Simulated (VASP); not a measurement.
Here is a VASP 6.6.1 calculation.

The input INCAR:

```
SYSTEM = Hf
ALGO = Normal
EDIFF = 1E-7
ENCUT = 520
GGA = PE
ISIF = 2
ISMEAR = 0
LASPH = .TRUE.
LCHARG = .FALSE.
LREAL = .FALSE.
LWAVE = .FALSE.
NBANDS = 22
NELM = 80
PREC = Accurate
SIGMA = 0.05
```

KPOINTS

```
k-points
0
G
  10 10 14
  0 0 0
```

The input POSCAR:

```
Hf
1.0
    4.3094017530      0.0000000000      0.0000000000
   -2.1547008765      3.7320513932      0.0000000000
    0.0000000000      0.0000000000      2.6629005933
Hf
3
Direct
    0.6666666667      0.3333333333      0.5000000000
    0.3333333333      0.6666666667      0.5000000000
    0.0000000000      0.0000000000      0.0000000000
```

Potentials or basis: VASP PAW PBE potentials, release 64 (Hf_pv).

Command:

```sh
$ cat potpaw_PBE.64/Hf_pv/POTCAR > POTCAR
$ mpirun -np 1 vasp_std > vasp.out
```

Problem. Predict the band gap on the k mesh.

Solution. Zero (band 15 reaches 9.02 eV, above the bottom of band 16 at 7.58 eV).

Problem. Estimate the pressure.

Solution. 104.6 GPa.

Stress tensor (GPa, compression positive):
```
104.41   0.00   0.00
  0.00 104.41   0.00
  0.00   0.00 105.02
```

Caveat: spin-orbit coupling is left out, which moves the levels of the heavy elements.
